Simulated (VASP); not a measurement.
# AlN (P6_3mc) in VASP: a series of runs

The runs below take AlN through single point, with PBE.

Everything below comes from runs of VASP 6.6.1. Logs are shortened: lines on timing, memory, paths and dates and some standing lists are left out, and cuts for length are marked.

## Step 1: The cell of the first run

It takes space group P6_3mc (No. 186, hexagonal). Conventional cell: a = 3.111 Å, b = 3.111 Å, c = 4.829 Å, α = 90.00°, β = 90.00°, γ = 120.00°. Al (site symmetry 3m) has 4 N at 1.86 to 1.88 Å within 2.5 Å. Within 2.5 Å of N (site symmetry 3m) lie 4 Al at 1.86 to 1.88 Å.

## Step 2: Single point, PBE (zz strain of -3 %)

The input, INCAR:

```
SYSTEM = AlN
ALGO     = Normal         ! electronic algorithm
EDIFF    = 1E-6           ! SCF threshold, eV
ENCUT    = 520            ! plane-wave cutoff, eV
GGA      = PE             ! functional
ISIF     = 2              ! what is computed and relaxed
ISMEAR   = -1             ! smearing method
LASPH    = .TRUE.         ! aspherical terms in the spheres
LCHARG   = .FALSE.        ! write CHGCAR
LREAL    = .FALSE.        ! projectors in reciprocal space
LWAVE    = .FALSE.        ! write WAVECAR
NBANDS   = 16             ! bands
NELM     = 60             ! most SCF steps
PREC     = Accurate       ! precision mode
SIGMA    = 0.02           ! smearing width, eV
```

The input, KPOINTS:

```
k-points
0
G
  11 11 6
  0 0 0
```

The input, POSCAR:

```
AlN
1.0
    3.1110021516      0.0000000000      0.0000000000
   -1.5555010758      2.6942068945      0.0000000000
    0.0000000000      0.0000000000      4.8286600000
Al N
2 2
Direct
    0.3333333333      0.6666666667      0.0000000000
    0.6666666667      0.3333333333      0.5000000000
    0.3333333333      0.6666666667      0.3850000000
    0.6666666667      0.3333333333      0.8850000000
```

Potentials or basis: VASP PAW PBE potentials, release 64 (Al, N).

Command:

```sh
cat potpaw_PBE.64/Al/POTCAR potpaw_PBE.64/N/POTCAR > POTCAR
mpirun -np 1 vasp_std > vasp.out
```

OUTCAR:

```text
SYSTEM = AlN
   EDIFF = 1E-6
   ENCUT = 520
   GGA = PE
   ISIF = 2
   ISMEAR = -1
   LASPH = .TRUE.
   LREAL = .FALSE.
   NELM = 60
   PREC = Accurate

 ion  position               nearest neighbor table
   1  0.333  0.667  0.000-   3 1.86   4 1.88   4 1.88   4 1.88   2 3.01   2 3.01   2 3.01   2 3.01
                             2 3.01   2 3.01
   2  0.667  0.333  0.500-   4 1.86   3 1.88   3 1.88   3 1.88   1 3.01   1 3.01   1 3.01   1 3.01
                             1 3.01   1 3.01
   3  0.333  0.667  0.385-   1 1.86   2 1.88   2 1.88   2 1.88
   4  0.667  0.333  0.885-   2 1.86   1 1.88   1 1.88   1 1.88

  LATTYP: Found a hexagonal cell.
 ALAT       =     3.1110021516
 C/A-ratio  =     1.5521236453

  Lattice vectors:

 A1 = (   3.1110021516,   0.0000000000,   0.0000000000)
 A2 = (  -1.5555010758,   2.6942068945,   0.0000000000)
 A3 = (   0.0000000000,   0.0000000000,   4.8286600000)

Analysis of symmetry for initial positions (statically):
=====================================================================
 Subroutine PRICEL returns:
 Original cell was already a primitive cell.

 Routine SETGRP: Setting up the symmetry group for a
 hexagonal supercell.

 Subroutine GETGRP returns: Found 12 space group operations
 (whereof  6 operations were pure point group operations)
 out of a pool of 24 trial point group operations.

The static configuration has the point symmetry C_3v.
 The point group associated with its full space group is C_6v.

Analysis of symmetry for dynamics (positions and initial velocities):
=====================================================================
 Subroutine PRICEL returns:
 Original cell was already a primitive cell.

 Routine SETGRP: Setting up the symmetry group for a
 hexagonal supercell.

 Subroutine GETGRP returns: Found 12 space group operations
 (whereof  6 operations were pure point group operations)
 out of a pool of 24 trial point group operations.

The dynamic configuration has the point symmetry C_3v.
 The point group associated with its full space group is C_6v.

 Subroutine INISYM returns: Found 12 space group operations
 (whereof  6 operations are pure point group operations),
 and found     1 'primitive' translations

----------------------------------------------------------------------------------------

                                     Primitive cell

  volume of cell :      40.4723

  direct lattice vectors                    reciprocal lattice vectors
     3.111002152  0.000000000  0.000000000     0.321439829  0.185583372  0.000000000
    -1.555501076  2.694206895  0.000000000     0.000000000  0.371166744  0.000000000
     0.000000000  0.000000000  4.828660000     0.000000000  0.000000000  0.207096793

  length of vectors
     3.111002152  3.111002152  4.828660000     0.371166744  0.371166744  0.207096793

  position of ions in fractional coordinates (direct lattice)
     0.333333333  0.666666667  0.000000000
     0.666666667  0.333333333  0.500000000
     0.333333333  0.666666667  0.385000000
     0.666666667  0.333333333  0.885000000

  ion indices of the primitive-cell ions
   primitive index   ion index
                 1           1
                 2           2
                 3           3
                 4           4

----------------------------------------------------------------------------------------

 KPOINTS: k-points

Automatic generation of k-mesh.
 Grid dimensions read from file:
 generate k-points for:   11   11    6

 Generating k-lattice:

  Cartesian coordinates                     Fractional coordinates (reciprocal lattice)
     0.029221803  0.016871216  0.000000000     0.090909091 -0.000000000  0.000000000
     0.000000000  0.033742431  0.000000000     0.000000000  0.090909091  0.000000000
     0.000000000  0.000000000  0.034516132     0.000000000  0.000000000  0.166666667

  Length of vectors
     0.033742431  0.033742431  0.034516132

  Shift w.r.t. Gamma in fractional coordinates (k-lattice)
     0.000000000  0.000000000  0.000000000

 Subroutine IBZKPT returns following result:
 ===========================================

 Found     64 irreducible k-points:

 Following reciprocal coordinates:
            Coordinates               Weight
  0.000000  0.000000  0.000000      1.000000
  0.090909  0.000000  0.000000      6.000000
  0.181818  0.000000  0.000000      6.000000
  0.272727  0.000000  0.000000      6.000000
  0.363636  0.000000  0.000000      6.000000
  0.454545  0.000000  0.000000      6.000000
[... 16 lines left out ...]
  0.090909  0.090909  0.166667     12.000000
  0.181818  0.090909  0.166667     24.000000
 [... further k-points ...]
   k-points           NKPTS =     64   k-points in BZ     NKDIM =     64   number of bands    NBANDS=     16
   number of dos      NEDOS =    301   number of ions     NIONS =      4
   total plane-waves  NPLWV =  20736
   dimension x,y,z NGX =    24 NGY =   24 NGZ =   36
   dimension x,y,z NGXF=    48 NGYF=   48 NGZF=   72
   ions per type =               2   2
   NGX,Y,Z   is equivalent  to a cutoff of  12.83, 12.83, 12.39 a.u.
   NGXF,Y,Z  is equivalent  to a cutoff of  25.65, 25.65, 24.79 a.u.
 SYSTEM =  AlN
   PREC   = accura    normal or accurate (medium, high low for compatibility)
   ISTART =      0    job   : 0-new  1-cont  2-samecut
   ICHARG =      2    charge: 1-file 2-atom 10-const
   ISPIN  =      1    spin polarized calculation?
   LNONCOLLINEAR =      F non collinear calculations
   LSORBIT =      F    spin-orbit coupling
   LASPH  =      T    aspherical Exc in radial PAW
   ENCUT  =  520.0 eV  38.22 Ry    6.18 a.u.   5.78  5.78  8.98*2*pi/ulx,y,z
   NELM   =     60;   NELMIN=  2; NELMDL= -5     # of ELM steps
   EDIFF  = 0.1E-05   stopping-criterion for ELM
   LREAL  =      F    real-space projection
   EDIFFG = 0.1E-04   stopping-criterion for IOM
   NSW    =      0    number of steps for IOM
   IBRION =     -1    ionic relax: 0-MD 1-quasi-New 2-CG
   NFREE  =      0    steps in history (QN), initial steepest desc. (CG)
   ISIF   =      2    stress and relaxation
   ISYM   =      2    0-nonsym 1-usesym 2-fastsym
   POTIM  = 0.5000    time-step for ionic-motion
   TEBEG  =    0.0;   TEEND  =   0.0 temperature during run
   PSTRESS=    0.0 pullay stress
   NELECT =      16.0000    total number of electrons
   NUPDOWN=      -1.0000    fix difference up-down
   EMIN   =  10.00;   EMAX   =-10.00  energy-range for DOS
   EFERMI =   0.00;   METHOD = LEGACY
   ISMEAR =    -1;   SIGMA  =   0.02  broadening in eV -4-tet -1-fermi 0-gaus
   EFERMI_NEDOS =   21; number of points for ismear=-14 and -15
   IALGO  =     38    algorithm
   IMIX   =      4    mixing-type and parameters
     AMIX     =   0.40;   BMIX     =  1.00
     AMIX_MAG =   1.60;   BMIX_MAG =  1.00
  volume/ion in A,a.u.               =      10.12        68.28
  Fermi-wavevector in a.u.,A,eV,Ry     =   1.201514  2.270532 19.641861  1.443636
  Thomas-Fermi vector in A             =   2.337321
   LORBIT       =      0    0 simple, 1 ext, 2 COOP (PROOUT), +10 PAW based schemes
   GGA     = PE    functional components
   LHFCALC =     F    Hartree Fock is set to
   AEXX    =    0.0000 exact exchange contribution
   IVDW    =     0    specifies the selected vdW correction
   LEPSILON=     F    determine dielectric tensor
   LRPA    =     F    only Hartree local field effects (RPA)
 non-spin polarized calculation
  energy-cutoff  :      520.00
  volume of cell :       40.47
 maximum number of plane-waves:      1106
 NGX is ok and might be reduce to    24
   NGX = 11   NGY = 11   NGZ = 17

 number of electron      15.9999998 magnetization

 Free energy of the ion-electron system (eV)
  ---------------------------------------------------
  ext. energy  EPLUGINS =         0.00000000
  ---------------------------------------------------
  free energy    TOTEN  =       -29.69171945 eV

  energy without entropy =      -29.69171945  energy(sigma->0) =      -29.69171945

 E-fermi :   7.0546     XC(G=0): -11.0475

 val. band max:        6.6153472824   @ k =   0.0000   0.0000   0.0000
 cond. band min:      10.9646835000   @ k =   0.0000   0.0000   0.0000
 fundamental gap:      4.3493362176
 Fermi energy:         7.0546324769

 k-point     1 :       0.0000    0.0000    0.0000
  band No.  band energies     occupation
      1      -8.9215      2.00000
      2      -6.5367      2.00000
      3       0.4305      2.00000
      4       5.4378      2.00000
      5       5.4378      2.00000
      6       6.1887      2.00000
[... 8 lines left out ...]
     15      19.7366      0.00000
     16      20.5793      0.00000

 k-point     2 :       0.0909    0.0000    0.0000
  band No.  band energies     occupation
      1      -8.8150      2.00000
      2      -6.4811      2.00000
      3       0.5549      2.00000
      4       4.9589      2.00000
      5       5.2966      2.00000
      6       5.7240      2.00000
[... 8 lines left out ...]
     15      19.8163      0.00000
     16      19.8905      0.00000

 k-point     3 :       0.1818    0.0000    0.0000
  band No.  band energies     occupation
      1      -8.5065      2.00000
      2      -6.3344      2.00000
      3       0.9207      2.00000
      4       3.8295      2.00000
      5       4.7663      2.00000
      6       4.9778      2.00000
[... 8 lines left out ...]
     15      19.1664      0.00000
     16      19.2115      0.00000

 k-point     4 :       0.2727    0.0000    0.0000
  band No.  band energies     occupation
      1      -8.0323      2.00000
      2      -6.1598      2.00000
      3       1.5009      2.00000
      4       2.5762      2.00000
      5       3.7495      2.00000
      6       4.6324      2.00000
[... 8 lines left out ...]
     15      19.0508      0.00000
     16      20.0476      0.00000

 k-point     5 :       0.3636    0.0000    0.0000
  band No.  band energies     occupation
      1      -7.4710      2.00000
      2      -6.0624      2.00000
      3       1.5562      2.00000
      4       2.2317      2.00000
      5       2.8994      2.00000
      6       4.3578      2.00000
[... 8 lines left out ...]
     15      19.1408      0.00000
     16      21.3321      0.00000

 k-point     6 :       0.4545    0.0000    0.0000
  band No.  band energies     occupation
      1      -6.9963      2.00000
      2      -6.1133      2.00000
      3       0.9935      2.00000
      4       2.3984      2.00000
      5       2.9235      2.00000
      6       4.2084      2.00000
[... 8 lines left out ...]
     15      19.4086      0.00000
     16      22.1167      0.00000
[... 267 lines left out ...]
 k-point    21 :       0.3636    0.0000    0.1667
  band No.  band energies     occupation
      1      -7.3864      2.00000
      2      -6.1662      2.00000
      3       1.2510      2.00000
      4       2.3647      2.00000
      5       3.0801      2.00000
      6       4.4405      2.00000
[... 8 lines left out ...]
     15      19.3768      0.00000
     16      21.2165      0.00000

 k-point    22 :       0.4545    0.0000    0.1667
  band No.  band energies     occupation
      1      -6.9328      2.00000
      2      -6.1632      2.00000
      3       0.8093      2.00000
      4       1.9679      2.00000
      5       3.3999      2.00000
      6       4.2941      2.00000
[... 8 lines left out ...]
     15      19.3553      0.00000
     16      21.8762      0.00000

 k-point    23 :       0.0909    0.0909    0.1667
  band No.  band energies     occupation
      1      -8.4957      2.00000
      2      -6.5914      2.00000
      3       1.1262      2.00000
      4       4.4288      2.00000
      5       4.5243      2.00000
      6       5.2698      2.00000
[... 8 lines left out ...]
     15      19.2512      0.00000
     16      19.9870      0.00000

 k-point    24 :       0.1818    0.0909    0.1667
  band No.  band energies     occupation
      1      -8.1102      2.00000
      2      -6.3958      2.00000
      3       1.4475      2.00000
      4       3.3469      2.00000
      5       3.7713      2.00000
      6       4.8209      2.00000
[... 8 lines left out ...]
     15      19.1940      0.00000
     16      20.0899      0.00000

 [... further k-points ...]

------------------------ aborting loop because EDIFF is reached ----------------------------------------

  FORCE on cell =-STRESS in cart. coord.  units (eV):
  Direction    XX          YY          ZZ          XY          YZ          ZX
  --------------------------------------------------------------------------------------
  -------------------------------------------------------------------------------------
  Total        1.7026436      1.7026436      4.3845661      0.0000000      0.0000000      0.0000000
  in kB       67.4025709     67.4025709    173.5718625      0.0000000      0.0000000      0.0000000
  external PRESSURE =     102.7923348 kB  Pullay stress =       0.0000000 kB

 VOLUME and BASIS-vectors are now :
 -----------------------------------------------------------------------------
  energy-cutoff  :      520.00
  volume of cell :       40.47
      direct lattice vectors                 reciprocal lattice vectors
     3.111002152  0.000000000  0.000000000     0.321439829  0.185583372  0.000000000
    -1.555501076  2.694206895  0.000000000     0.000000000  0.371166744  0.000000000
     0.000000000  0.000000000  4.828660000     0.000000000  0.000000000  0.207096793

 POSITION                                       TOTAL-FORCE (eV/Angst)
 -----------------------------------------------------------------------------------
     -0.00000      1.79614      0.00000         0.000000      0.000000     -0.268052
      1.55550      0.89807      2.41433        -0.000000     -0.000000     -0.268052
     -0.00000      1.79614      1.85903         0.000000      0.000000      0.268052
      1.55550      0.89807      4.27336        -0.000000      0.000000      0.268052
 -----------------------------------------------------------------------------------
    total drift:                               -0.000000      0.000000      0.000071

  FREE ENERGIE OF THE ION-ELECTRON SYSTEM (eV)
  ---------------------------------------------------
  free  energy   TOTEN  =       -29.6917194470 eV

  energy  without entropy=      -29.6917194470  energy(sigma->0) =      -29.69171945
```

Run time: 52 s. Hardware: 1 thread of AMD EPYC 7R43 (Zen 3), shared host; peak memory 0.13 GiB.

What came out:

* Free energy: -29.6917 eV
* Pressure: 10.3 GPa
* Largest force: 0.268 eV/Å
* Band gap on the k mesh: 4.35 eV, direct

Forces in eV/Å, atoms in the order of the input:
```
Al   0.000  0.000 -0.268
Al   0.000  0.000 -0.268
N    0.000  0.000  0.268
N    0.000  0.000  0.268
```

Caveat: the cell differs from its parent crystal (zz strain of -3 %). A k mesh can miss the band edges.

## Step 3: Single point, PBE (zz strain of -1 %)

The input, INCAR:

```
PREC = Accurate
ENCUT = 520
EDIFF = 1E-6
ISMEAR = -1
SIGMA = 0.02
LREAL = F
LASPH = T
NELM = 60
ALGO = Normal
ISIF = 2
LWAVE = F
LCHARG = F
GGA = PE
NBANDS = 16
```

The input, KPOINTS:

```
Automatic mesh
0
Gamma
  11 11 6
```

Edit POSCAR of step 2 so:

```diff
@@ -4,3 +4,3 @@
    -1.5555010758      2.6942068945      0.0000000000
-    0.0000000000      0.0000000000      4.8286600000
+    0.0000000000      0.0000000000      4.9282200000
 Al N
```

Potentials or basis: VASP PAW PBE potentials, release 64 (Al, N).

Command:

```sh
cat potpaw_PBE.64/Al/POTCAR potpaw_PBE.64/N/POTCAR > POTCAR
mpirun -np 1 vasp_std > vasp.out
```

Run time: 50 s. Hardware: 1 thread of AMD EPYC 7R43 (Zen 3), shared host; peak memory 0.14 GiB.

Results (log left out):

- Free energy: -29.7552 eV
- Pressure: 5.8 GPa
- Largest force: 0.057 eV/Å
- Band gap on the k mesh: 4.23 eV, direct

Forces on the atoms (eV/Å):
```
Al   0.000  0.000  0.057
Al   0.000  0.000  0.057
N    0.000  0.000 -0.057
N    0.000  0.000 -0.057
```

Stress tensor (GPa, compression positive):
```
5.13 0.00 0.00
0.00 5.13 0.00
0.00 0.00 7.14
```

Levels at points of the mesh, in eV from the valence-band top:
| k point | band 5 | band 6 | band 7 | band 8 | band 9 | band 10 | band 11 | band 12 |
| --- | --- | --- | --- | --- | --- | --- | --- | --- |
| (0.00, 0.00, 0.00) | -1.02 | -0.34 | -0.34 | 0.00 | 4.23 | 6.58 | 10.71 | 11.04 |
| (0.00, 0.00, 0.50) | -0.69 | -0.69 | -0.69 | -0.69 | 6.46 | 6.46 | 10.38 | 10.38 |

Caveat: the cell differs from its parent crystal (zz strain of -1 %).

## Step 4: Single point, PBE (zz strain of +2 %)

The input, INCAR:

```
SYSTEM = AlN
PREC = Accurate
ENCUT = 520
EDIFF = 1E-6
ISMEAR = -1
SIGMA = 0.02
LREAL = .FALSE.
LASPH = .TRUE.
NELM = 60
ALGO = Normal
ISIF = 2
LWAVE = .FALSE.
LCHARG = .FALSE.
GGA = PE
NBANDS = 16
```

The input, KPOINTS:

```
regular mesh
0
G
  11 11 6
  0 0 0
```

Edit POSCAR of step 3 so:

```diff
@@ -4,3 +4,3 @@
    -1.5555010758      2.6942068945      0.0000000000
-    0.0000000000      0.0000000000      4.9282200000
+    0.0000000000      0.0000000000      5.0775600000
 Al N
```

Command:

```sh
cat potpaw_PBE.64/Al/POTCAR potpaw_PBE.64/N/POTCAR > POTCAR
mpirun -np 1 vasp_std > vasp.out
```

It took 48 s on 1 thread of AMD EPYC 7R43 (Zen 3), shared host; peak memory 0.13 GiB.

The run converged. Its results:

```yaml
Free_energy: -29.7602 eV
Pressure: 0.2 GPa
Largest_force: 0.363 eV/Å
Band_gap_on_the_k_mesh: 4.03 eV, direct
```

Forces in eV/Å, atoms in the order of the input:
```
Al   0.000  0.000  0.363
Al   0.000  0.000  0.363
N    0.000  0.000 -0.363
N    0.000  0.000 -0.363
```

Stress tensor (GPa, compression positive):
```
 3.05  0.00  0.00
 0.00  3.05  0.00
 0.00  0.00 -5.51
```

Levels at points of the mesh, in eV from the valence-band top:
| k point | band 4 | band 5 | band 6 | band 7 | band 8 | band 9 | band 10 | band 11 | band 12 | band 13 |
| --- | --- | --- | --- | --- | --- | --- | --- | --- | --- | --- |
| (0.00, 0.00, 0.00) | -0.80 | -0.80 | -0.20 | -0.20 | 0.00 | 4.03 | 6.70 | 10.41 | 11.20 | 11.20 |
| (0.00, 0.00, 0.50) | -3.34 | -0.51 | -0.51 | -0.51 | -0.51 | 6.41 | 6.41 | 10.10 | 10.10 | 11.51 |

Caveat: the cell differs from its parent crystal (zz strain of +2 %).

(Part 1 of 2 ends here.)
